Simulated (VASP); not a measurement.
# Be (Pm-3m) in VASP: further runs

The runs below take Be through single point, with LDA.

Everything below comes from runs of VASP 6.6.1. Logs are shortened: lines on timing, memory, paths and dates and some standing lists are left out, and cuts for length are marked.

### Step 1. The cell of the first run

The structure is cubic, space group Pm-3m (No. 221). The conventional cell has a = 1.806 Å, b = 1.806 Å, c = 1.806 Å, α = 90.00°, β = 90.00°, γ = 90.00°. Within 2.4 Å of Be (site symmetry m-3m) lie 6 Be at 1.81 Å.

### Step 2. Single point, LDA (volume scaled by 0.6)

Input file INCAR:

```
SYSTEM = Be
  PREC = Accurate
  ENCUT = 600
  EDIFF = 1E-6
  ISMEAR = -1
  SIGMA = 0.1
  LREAL = .False.
  LASPH = .True.
  NELM = 120
  ALGO = Normal
  ISIF = 2
  LWAVE = .False.
  LCHARG = .False.
  NBANDS = 7
  GGA_COMPAT = .False.
```

Input file KPOINTS:

```
Automatic mesh
0
Gamma
  21 21 21
  0 0 0
```

Input file POSCAR:

```
Be
1.0
    1.8061325457      0.0000000000      0.0000000000
    0.0000000000      1.8061325457      0.0000000000
    0.0000000000      0.0000000000      1.8061325457
Be
1
Direct
    0.0000000000      0.0000000000      0.0000000000
```

Potentials or basis: VASP PAW LDA potentials, release 64 (Be).

Command:

```sh
> cat potpaw_LDA.64/Be/POTCAR > POTCAR
> mpirun -np 1 vasp_std > vasp.out
```

OUTCAR:

```text
SYSTEM = Be
   PREC = Accurate
   ENCUT = 600
   EDIFF = 1E-6
   ISMEAR = -1
   LREAL = .False.
   LASPH = .True.
   NELM = 120
   ISIF = 2

 ion  position               nearest neighbor table
   1  0.000  0.000  0.000-

  LATTYP: Found a simple cubic cell.
 ALAT       =     1.8061325457

  Lattice vectors:

 A1 = (   1.8061325457,   0.0000000000,   0.0000000000)
 A2 = (   0.0000000000,   1.8061325457,   0.0000000000)
 A3 = (   0.0000000000,   0.0000000000,   1.8061325457)

Analysis of symmetry for initial positions (statically):
=====================================================================
 Subroutine PRICEL returns:
 Original cell was already a primitive cell.

 Routine SETGRP: Setting up the symmetry group for a
 simple cubic supercell.

 Subroutine GETGRP returns: Found 48 space group operations
 (whereof 48 operations were pure point group operations)
 out of a pool of 48 trial point group operations.

The static configuration has the point symmetry O_h .

Analysis of symmetry for dynamics (positions and initial velocities):
=====================================================================
 Subroutine PRICEL returns:
 Original cell was already a primitive cell.

 Routine SETGRP: Setting up the symmetry group for a
 simple cubic supercell.

 Subroutine GETGRP returns: Found 48 space group operations
 (whereof 48 operations were pure point group operations)
 out of a pool of 48 trial point group operations.

The dynamic configuration has the point symmetry O_h .

 Subroutine INISYM returns: Found 48 space group operations
 (whereof 48 operations are pure point group operations),
 and found     1 'primitive' translations

----------------------------------------------------------------------------------------

                                     Primitive cell

  volume of cell :       5.8918

  direct lattice vectors                    reciprocal lattice vectors
     1.806132546  0.000000000  0.000000000     0.553669221  0.000000000  0.000000000
     0.000000000  1.806132546  0.000000000     0.000000000  0.553669221  0.000000000
     0.000000000  0.000000000  1.806132546     0.000000000  0.000000000  0.553669221

  length of vectors
     1.806132546  1.806132546  1.806132546     0.553669221  0.553669221  0.553669221

  position of ions in fractional coordinates (direct lattice)
     0.000000000  0.000000000  0.000000000

  ion indices of the primitive-cell ions
   primitive index   ion index
                 1           1

----------------------------------------------------------------------------------------

 KPOINTS: Automatic mesh

Automatic generation of k-mesh.
 Grid dimensions read from file:
 generate k-points for:   21   21   21

 Generating k-lattice:

  Cartesian coordinates                     Fractional coordinates (reciprocal lattice)
     0.026365201  0.000000000  0.000000000     0.047619048  0.000000000  0.000000000
     0.000000000  0.026365201  0.000000000     0.000000000  0.047619048  0.000000000
     0.000000000  0.000000000  0.026365201     0.000000000  0.000000000  0.047619048

  Length of vectors
     0.026365201  0.026365201  0.026365201

  Shift w.r.t. Gamma in fractional coordinates (k-lattice)
     0.000000000  0.000000000  0.000000000

 Subroutine IBZKPT returns following result:
 ===========================================

 Found    286 irreducible k-points:

 Following reciprocal coordinates:
            Coordinates               Weight
  0.000000  0.000000  0.000000      1.000000
  0.047619  0.000000  0.000000      6.000000
  0.095238  0.000000  0.000000      6.000000
  0.142857  0.000000  0.000000      6.000000
  0.190476  0.000000  0.000000      6.000000
  0.238095  0.000000  0.000000      6.000000
[... 16 lines left out ...]
  0.142857  0.095238  0.000000     24.000000
  0.190476  0.095238  0.000000     24.000000
 [... further k-points ...]
   k-points           NKPTS =    286   k-points in BZ     NKDIM =    286   number of bands    NBANDS=      7
   number of dos      NEDOS =    301   number of ions     NIONS =      1
   total plane-waves  NPLWV =   2744
   dimension x,y,z NGX =    14 NGY =   14 NGZ =   14
   dimension x,y,z NGXF=    28 NGYF=   28 NGZF=   28
   ions per type =               1
   NGX,Y,Z   is equivalent  to a cutoff of  12.89, 12.89, 12.89 a.u.
   NGXF,Y,Z  is equivalent  to a cutoff of  25.77, 25.77, 25.77 a.u.
 SYSTEM =  Be
   PREC   = accura    normal or accurate (medium, high low for compatibility)
   ISTART =      0    job   : 0-new  1-cont  2-samecut
   ICHARG =      2    charge: 1-file 2-atom 10-const
   ISPIN  =      1    spin polarized calculation?
   LNONCOLLINEAR =      F non collinear calculations
   LSORBIT =      F    spin-orbit coupling
   LASPH  =      T    aspherical Exc in radial PAW
   ENCUT  =  600.0 eV  44.10 Ry    6.64 a.u.   3.61  3.61  3.61*2*pi/ulx,y,z
   NELM   =    120;   NELMIN=  2; NELMDL= -5     # of ELM steps
   EDIFF  = 0.1E-05   stopping-criterion for ELM
   LREAL  =      F    real-space projection
   EDIFFG = 0.1E-04   stopping-criterion for IOM
   NSW    =      0    number of steps for IOM
   IBRION =     -1    ionic relax: 0-MD 1-quasi-New 2-CG
   NFREE  =      0    steps in history (QN), initial steepest desc. (CG)
   ISIF   =      2    stress and relaxation
   ISYM   =      2    0-nonsym 1-usesym 2-fastsym
   POTIM  = 0.5000    time-step for ionic-motion
   TEBEG  =    0.0;   TEEND  =   0.0 temperature during run
   PSTRESS=    0.0 pullay stress
   NELECT =       2.0000    total number of electrons
   NUPDOWN=      -1.0000    fix difference up-down
   EMIN   =  10.00;   EMAX   =-10.00  energy-range for DOS
   EFERMI =   0.00;   METHOD = LEGACY
   ISMEAR =    -1;   SIGMA  =   0.10  broadening in eV -4-tet -1-fermi 0-gaus
   EFERMI_NEDOS =   21; number of points for ismear=-14 and -15
   IALGO  =     38    algorithm
   IMIX   =      4    mixing-type and parameters
     AMIX     =   0.40;   BMIX     =  1.00
     AMIX_MAG =   1.60;   BMIX_MAG =  1.00
  volume/ion in A,a.u.               =       5.89        39.76
  Fermi-wavevector in a.u.,A,eV,Ry     =   1.142006  2.158079 17.744428  1.304179
  Thomas-Fermi vector in A             =   2.278705
   LORBIT       =      0    0 simple, 1 ext, 2 COOP (PROOUT), +10 PAW based schemes
   GGA     = CA    functional components
   LHFCALC =     F    Hartree Fock is set to
   AEXX    =    0.0000 exact exchange contribution
   IVDW    =     0    specifies the selected vdW correction
   LEPSILON=     F    determine dielectric tensor
   LRPA    =     F    only Hartree local field effects (RPA)
 non-spin polarized calculation
  energy-cutoff  :      600.00
  volume of cell :        5.89
 maximum number of plane-waves:       205
   NGX =  7   NGY =  7   NGZ =  7

 number of electron       2.0000000 magnetization

 Free energy of the ion-electron system (eV)
  ---------------------------------------------------
  ext. energy  EPLUGINS =         0.00000000
  ---------------------------------------------------
  free energy    TOTEN  =        -2.34252377 eV

  energy without entropy =       -2.32889492  energy(sigma->0) =       -2.33570934

 E-fermi :   9.9736     XC(G=0): -11.6276

 val. band max:        9.9536704675   @ k =   0.4762   0.3333   0.0476
 cond. band min:       9.9755754071   @ k =   0.4762   0.3810   0.0000
 fundamental gap:      0.0219049396
 Fermi energy:         9.9736071793

 k-point     1 :       0.0000    0.0000    0.0000
  band No.  band energies     occupation
      1      -3.2997      2.00000
      2      29.3448      0.00000
      3      29.3448      0.00000
      4      29.3448      0.00000
      5      36.0910      0.00000
      6      36.0910      0.00000
      7      52.2481      0.00000

 k-point     2 :       0.0476    0.0000    0.0000
  band No.  band energies     occupation
      1      -3.2335      2.00000
      2      27.9549      0.00000
      3      29.4313      0.00000
      4      29.4313      0.00000
      5      36.1919      0.00000
      6      37.6515      0.00000
      7      52.0710      0.00000

 k-point     3 :       0.0952    0.0000    0.0000
  band No.  band energies     occupation
      1      -3.0358      2.00000
      2      25.3385      0.00000
      3      29.6893      0.00000
      4      29.6893      0.00000
      5      36.4942      0.00000
      6      40.7553      0.00000
      7      51.5891      0.00000

 k-point     4 :       0.1429    0.0000    0.0000
  band No.  band energies     occupation
      1      -2.7086      2.00000
      2      22.5771      0.00000
      3      30.1136      0.00000
      4      30.1136      0.00000
      5      36.9965      0.00000
      6      44.1999      0.00000
      7      50.9877      0.00000

 k-point     5 :       0.1905    0.0000    0.0000
  band No.  band energies     occupation
      1      -2.2563      2.00000
      2      19.9141      0.00000
      3      30.6948      0.00000
      4      30.6948      0.00000
      5      37.6962      0.00000
      6      47.0665      0.00000
      7      51.0120      0.00000
[... 161 lines left out ...]
 k-point    22 :       0.0952    0.0952    0.0000
  band No.  band energies     occupation
      1      -2.7673      2.00000
      2      24.3288      0.00000
      3      27.3716      0.00000
      4      30.0327      0.00000
      5      39.3569      0.00000
      6      42.6235      0.00000
      7      50.7158      0.00000

 k-point    23 :       0.1429    0.0952    0.0000
  band No.  band energies     occupation
      1      -2.4343      2.00000
      2      22.2461      0.00000
      3      27.2279      0.00000
      4      30.4557      0.00000
      5      40.3522      0.00000
      6      45.4517      0.00000
      7      49.8292      0.00000

 k-point    24 :       0.1905    0.0952    0.0000
  band No.  band energies     occupation
      1      -1.9739      2.00000
      2      19.8141      0.00000
      3      27.6589      0.00000
      4      31.0349      0.00000
      5      41.1564      0.00000
      6      47.3644      0.00000
      7      50.1594      0.00000

 [... further k-points ...]

------------------------ aborting loop because EDIFF is reached ----------------------------------------

  FORCE on cell =-STRESS in cart. coord.  units (eV):
  Direction    XX          YY          ZZ          XY          YZ          ZX
  --------------------------------------------------------------------------------------
  -------------------------------------------------------------------------------------
  Total        3.4517546      3.4517546      3.4517546     -0.0000000      0.0000000     -0.0000000
  in kB      938.6455777    938.6455777    938.6455777     -0.0000000      0.0000000     -0.0000000
  external PRESSURE =     938.6455777 kB  Pullay stress =       0.0000000 kB

 VOLUME and BASIS-vectors are now :
 -----------------------------------------------------------------------------
  energy-cutoff  :      600.00
  volume of cell :        5.89
      direct lattice vectors                 reciprocal lattice vectors
     1.806132546  0.000000000  0.000000000     0.553669221  0.000000000  0.000000000
     0.000000000  1.806132546  0.000000000     0.000000000  0.553669221  0.000000000
     0.000000000  0.000000000  1.806132546     0.000000000  0.000000000  0.553669221

 POSITION                                       TOTAL-FORCE (eV/Angst)
 -----------------------------------------------------------------------------------
      0.00000      0.00000      0.00000         0.000000      0.000000      0.000000
 -----------------------------------------------------------------------------------
    total drift:                                0.000000     -0.000000     -0.000000

  FREE ENERGIE OF THE ION-ELECTRON SYSTEM (eV)
  ---------------------------------------------------
  free  energy   TOTEN  =        -2.3425237696 eV

  energy  without entropy=       -2.3288949175  energy(sigma->0) =       -2.33570934
```

Run time: 2.9 s. Hardware: 1 thread of Intel Xeon 6975P-C (Granite Rapids), shared host; peak memory 0.11 GiB.

Results:

| Quantity | Value |
| --- | --- |
| Free energy | -2.3425 eV |
| Pressure | 93.9 GPa |
| Band gap on the k mesh | zero (band 1 reaches 16.88 eV, above the bottom of band 2 at 9.21 eV) |

Levels at points of the mesh, in eV from the Fermi level:
| k point | band 1 | band 2 | band 3 | band 4 | band 5 | band 6 |
| --- | --- | --- | --- | --- | --- | --- |
| (0.00, 0.00, 0.00) | -13.27 | 19.37 | 19.37 | 19.37 | 26.12 | 26.12 |

### Step 3. Single point, LDA (volume scaled by 0.7)

Input file INCAR:

```
SYSTEM = Be
PREC = Accurate
ENCUT = 600
EDIFF = 1E-6
ISMEAR = -1
SIGMA = 0.1
LREAL = .FALSE.
LASPH = .TRUE.
NELM = 120
ALGO = Normal
ISIF = 2
LWAVE = .FALSE.
LCHARG = .FALSE.
GGA = CA
NBANDS = 7
GGA_COMPAT = .FALSE.
```

Input file KPOINTS:

```
Automatic mesh
0
G
  21 21 21
  0 0 0
```

Input file POSCAR:

```
Be
1.0
    1.9013637733      0.0000000000      0.0000000000
    0.0000000000      1.9013637733      0.0000000000
    0.0000000000      0.0000000000      1.9013637733
Be
1
Direct
    0.0000000000      0.0000000000      0.0000000000
```

Potentials or basis: VASP PAW LDA potentials, release 64 (Be).

Command:

```sh
> cat potpaw_LDA.64/Be/POTCAR > POTCAR
> mpirun -np 1 vasp_std > vasp.out
```

It took 3.7 s on 1 thread of Intel Xeon 6975P-C (Granite Rapids), shared host; peak memory 0.11 GiB.

It converged, with:

| Item | Value |
| --- | --- |
| Free energy | -2.7783 eV |
| Pressure | 52.0 GPa |
| Band gap on the k mesh | zero (band 1 reaches 14.55 eV, above the bottom of band 2 at 7.15 eV) |

Levels at points of the mesh, in eV from the Fermi level:
```tsv
k point	band 1	band 2	band 3	band 4	band 5	band 6
(0.00, 0.00, 0.00)	-12.16	17.50	17.50	17.50	24.00	24.00
```

### Step 4. Single point, LDA (volume scaled by 0.7)

Input file INCAR:

```
PREC = Accurate
ENCUT = 600
EDIFF = 1E-6
ISMEAR = -1
SIGMA = 0.1
LREAL = F
LASPH = T
NELM = 120
ALGO = Normal
ISIF = 2
LWAVE = F
LCHARG = F
GGA = CA
NBANDS = 7
GGA_COMPAT = F
```

Input file KPOINTS:

```
regular mesh
0
Gamma
  21 21 21
```

POSCAR is that of step 3.

Command:

```sh
> cat potpaw_LDA.64/Be/POTCAR > POTCAR
> mpirun -np 1 vasp_std > vasp.out
```

It took 3.7 s on 1 thread of Intel Xeon 6975P-C (Granite Rapids), shared host; peak memory 0.11 GiB.

It converged, with:

```yaml
Free_energy: -2.7783 eV
Pressure: 52.0 GPa
Band_gap_on_the_k_mesh: zero (band 1 reaches 14.55 eV, above the bottom of band 2 at 7.15 eV)
```

Levels at points of the mesh, in eV from the Fermi level:
```csv
k point,band 1,band 2,band 3,band 4,band 5
"(0.00, 0.00, 0.00)",-12.16,17.50,17.50,17.50,24.00
```

### Step 5. Single point, LDA (volume scaled by 0.8)

Input file INCAR:

```
ALGO = Normal ; EDIFF = 1E-6
ENCUT = 600 ; GGA = CA
GGA_COMPAT = F ; ISIF = 2
ISMEAR = -1 ; LASPH = T
LCHARG = F ; LREAL = F
LWAVE = F ; NBANDS = 7
NELM = 120 ; PREC = Accurate
SIGMA = 0.1
```

Input file KPOINTS:

```
k-points
0
Gamma
  21 21 21
```

Input file POSCAR:

```
Be
1.0
    1.9879060893      0.0000000000      0.0000000000
    0.0000000000      1.9879060893      0.0000000000
    0.0000000000      0.0000000000      1.9879060893
Be
1
Direct
    0.0000000000      0.0000000000      0.0000000000
```

Command:

```sh
> cat potpaw_LDA.64/Be/POTCAR > POTCAR
> mpirun -np 1 vasp_std > vasp.out
```

Run time: 2.8 s. Hardware: 1 thread of Intel Xeon 6975P-C (Granite Rapids), shared host; peak memory 0.11 GiB.

Results (log left out):

```yaml
Free_energy: -3.0128 eV
Pressure: 26.5 GPa
Band_gap_on_the_k_mesh: zero (band 1 reaches 12.73 eV, above the bottom of band 2 at 5.59 eV)
```

Levels at points of the mesh, in eV from the Fermi level:
```tsv
k point	band 1	band 2	band 3	band 4	band 5	band 6
(0.00, 0.00, 0.00)	-11.23	16.01	16.01	16.01	22.31	22.31
```

### Step 6. Summary

| cell | gap on the mesh (eV) | pressure (GPa) |
| --- | --- | --- |
| a = 1.806 Å, 1 atom | none | 93.9 |
| a = 1.901 Å, 1 atom | none | 52.0 |
| a = 1.988 Å, 1 atom | none | 26.5 |

Alike in all rows: task single point; level LDA; potentials or basis VASP PAW LDA potentials, release 64 (Be); no spin polarisation; k mesh 21 × 21 × 21; cutoff (eV) 600; smearing fermi-dirac 0.1 eV.

Total energies depend on the potentials used, so only differences within one code and one set of settings carry meaning.
